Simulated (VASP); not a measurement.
## CuCl: relaxation of shape and atoms at fixed volume with PBE

Crystal: CuCl.

```
Cu Cl
1.0
     1.97984    1.14306    3.23267
    -1.97984    1.14306    3.23267
     0.00000   -2.28612    3.23267
Cu Cl
1 1
Cartesian
  0.0000 0.0000 0.0827
  0.0000 0.0000 7.3556
```

```json
{
  "Program": "VASP 6.6.1",
  "Task": "relaxation of shape and atoms at fixed volume",
  "Functional": "PBE",
  "Potentials or basis": "VASP PAW PBE potentials, release 64 (Cu, Cl)",
  "Cutoff": "600 eV",
  "k mesh": "12 × 12 × 12",
  "Occupations": "gaussian, width 0.02 eV",
  "Spin": "no spin polarisation",
  "Dipole correction": "no",
  "Further INCAR settings": "ALGO = Normal; EDIFF = 1e-07; IBRION = 2; EDIFFG = -0.01; NSW = 50; ISIF = 4"
}
```

The pressure after relaxing is -3.5 GPa and the band gap on the k mesh is 0.38 eV.

Final structure:
```
Cu Cl
1.0
     1.97984    1.14306    3.23267
    -1.97984    1.14306    3.23267
     0.00000   -2.28612    3.23267
Cu Cl
1 1
Direct
  0.00853 0.00853 0.00853
  0.75847 0.75847 0.75847
```

Levels at points of the mesh, in eV from the valence-band top:
```csv
k point,band 6,band 7,band 8,band 9,band 10,band 11,band 12,band 13
"(0.00, 0.00, 0.00)",-1.18,0.00,0.00,0.00,0.38,6.75,6.75,6.75
"(0.50, 0.00, 0.00)",-1.12,-1.08,-0.44,-0.44,2.72,6.39,7.14,7.15
"(0.50, 0.50, 0.00)",-1.10,-1.03,-0.86,-0.86,3.54,4.25,8.30,10.33
"(0.50, 0.50, 0.50)",-1.12,-1.08,-0.44,-0.44,2.72,6.39,7.14,7.14
```

Wall time 39 s on 1 thread of Intel(R) Xeon(R) 6975P-C (Granite Rapids) (shared host), peak memory 0.28 GiB.

Caveat: semilocal functionals underestimate gaps, and a narrow one can read as zero. A k mesh can miss the band edges.
